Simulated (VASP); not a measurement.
Crystal: Au.

```
Au
1.0
     2.74841    0.00000    0.00000
     0.00000    2.74841    0.00000
     0.00000    0.00000    2.74841
Au
1
Direct
  0.50000 0.50000 0.50000
```

This isn't the form of Au at room conditions, which is fcc.

| Item | Value |
| --- | --- |
| Program | VASP 6.6.1 |
| Task | relaxation of cell and atoms |
| Functional | PBEsol |
| Dispersion | D3(BJ) |
| Potentials or basis | VASP PAW PBE potentials, release 64 (Au) |
| Cutoff | 600 eV |
| k mesh | 10 × 10 × 10 |
| Occupations | fermi-dirac, width 0.05 eV |
| Spin | no spin polarisation |

At the start: pressure -10.5 GPa; volume 20.76 Å³/atom.

**Question.** How do energy, volume and symmetry change on relaxing?

**Answer.** Over 7 steps the energy falls by 69.1 meV/atom and the volume is 18.86 Å³/atom (-9.2 %); space group Pm-3m (No. 221, to 0.1 Å) before and after.

Step by step:
```csv
step,energy change (eV),largest force (eV/Å),pressure (GPa),volume (Å³)
1,0.0000,0.0000,-10.46,20.76
2,0.0446,0.0000,21.49,16.95
3,-0.0690,0.0000,-0.40,18.91
4,-0.0691,0.0000,-0.09,18.87
5,-0.0691,0.0000,0.20,18.83
6,-0.0690,0.0000,-0.24,18.89
7,-0.0691,0.0000,0.01,18.86
```

Final structure:
```
Au
1.0
     2.66169    0.00000    0.00000
     0.00000    2.66169    0.00000
     0.00000    0.00000    2.66169
Au
1
Cartesian
  1.3308 1.3308 1.3308
```

Caveat: the PAW data sets were made with another functional, which shifts forces and pressure a little.
